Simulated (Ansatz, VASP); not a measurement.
## Zn: VASP beside Ansatz

The input POSCAR:

```
Zn
1.0
   -1.6161081100      1.5690370000      1.5690370000
    1.6161081100     -1.5690370000      1.5690370000
    1.6161081100      1.5690370000     -1.5690370000
Zn
1
Direct
    0.0000000000      0.0000000000      0.0000000000
```

File INCAR.step1:

```
ALGO = Normal
EDIFF = 1E-4
ENCUT = 520
GGA = PE
ISMEAR = 0
LASPH = True
LCHARG = False
LREAL = False
LWAVE = True
NBANDS = 12
NELM = 60
PREC = Accurate
SIGMA = 0.15
```

INCAR.step2

```
ALGO = Normal
EDIFF = 1E-6
ENCUT = 520
ISIF = 2
ISMEAR = 0
ISTART = 1
LASPH = True
LCHARG = False
LMIXTAU = True
LREAL = False
LWAVE = False
METAGGA = R2SCAN
NBANDS = 12
NELM = 60
PREC = Accurate
SIGMA = 0.15
```

The input KPOINTS:

```
k-points
0
Gamma
  22 22 22
```

Input for Ansatz:

```yaml
crystal:
  lattice:
    - [-1.61610811, 1.569037, 1.569037]
    - [1.61610811, -1.569037, 1.569037]
    - [1.61610811, 1.569037, -1.569037]
  atoms:
    - { symbol: Zn, position: [0.0, 0.0, 0.0] }
basis:
  ecutwfc: 500
kpoints:
  mp_grid: { grid: [22, 22, 22] }
hamiltonian:
  xc: r2scan
scf:
  occupations: { method: gaussian, width: 0.15 }
output:
  forces: true
  stress: true
  eigenvalues: true
```

Change from the starting cell: strain +0.0300 x Voigt [1, 0, 0, 0, 0, 0], atoms carried along.

Alike in both runs: task single point; functional r2SCAN; k mesh 22 × 22 × 22; occupations gaussian, width 0.15 eV; no spin polarisation.

|  | VASP | Ansatz |
| --- | --- | --- |
| version | VASP 6.6.1 | Ansatz 0.2.0 |
| potentials or method | VASP PAW PBE potentials, release 64 (Zn), cutoff 520 eV | scalar-relativistic, plane waves, PAW |
| valence electrons in the cell | 12 | 12 |

|  | VASP | Ansatz | Ansatz less VASP |
| --- | --- | --- | --- |
| gap on the k mesh at the Fermi level (eV) | none | none | - |
| pressure (GPa) | -6.2 | -6.3 | -0.16 |
| traceless stress, the component that is largest in VASP (GPa) | 0.76 | 0.90 | +0.135 |

VASP's potentials were made for PBE, not for r2SCAN. A gap of «none» marks a metal or a gap that the smearing closes.
